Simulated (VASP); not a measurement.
Crystal: W.

```
CELL_PARAMETERS angstrom
2.59000 0.00000 0.00000
0.00000 2.59000 0.00000
0.00000 0.00000 2.59000
ATOMIC_POSITIONS crystal
W 0.00000 0.00000 0.00000
```

| Quantity | Value |
| --- | --- |
| Program | VASP 6.6.1 |
| Task | relaxation of cell and atoms |
| Functional | PBE |
| Potentials or basis | VASP PAW PBE potentials, release 64 (W_sv) |
| Cutoff | 600 eV |
| k mesh | 9 × 9 × 9 |
| Occupations | fermi-dirac, width 0.1 eV |
| Spin | no spin polarisation |

At the start: pressure 14.5 GPa; volume 17.37 Å³/atom.

**Question.** Where does the relaxation end?

**Answer.** Over 4 steps the energy falls by 46.8 meV/atom and the volume is 18.47 Å³/atom (+6.3 %); space group Pm-3m (No. 221, to 0.05 Å).

The path:
| step | energy change (eV) | largest force (eV/Å) | pressure (GPa) | volume (Å³) |
| --- | --- | --- | --- | --- |
| 1 | 0.0000 | 0.0000 | 14.50 | 17.37 |
| 2 | 0.2273 | 0.0000 | -24.19 | 21.64 |
| 3 | -0.0466 | 0.0000 | -0.78 | 18.53 |
| 4 | -0.0468 | 0.0000 | -0.05 | 18.47 |

Final structure:
```cif
data_structure
_symmetry_space_group_name_H-M 'P 1'
_symmetry_Int_Tables_number 1
_cell_length_a 2.6433
_cell_length_b 2.6433
_cell_length_c 2.6433
_cell_angle_alpha 90.000
_cell_angle_beta 90.000
_cell_angle_gamma 90.000
_cell_volume 18.47
loop_
_atom_site_label
_atom_site_type_symbol
_atom_site_fract_x
_atom_site_fract_y
_atom_site_fract_z
_atom_site_occupancy
W1 W 0.00000 0.00000 0.00000 1
```
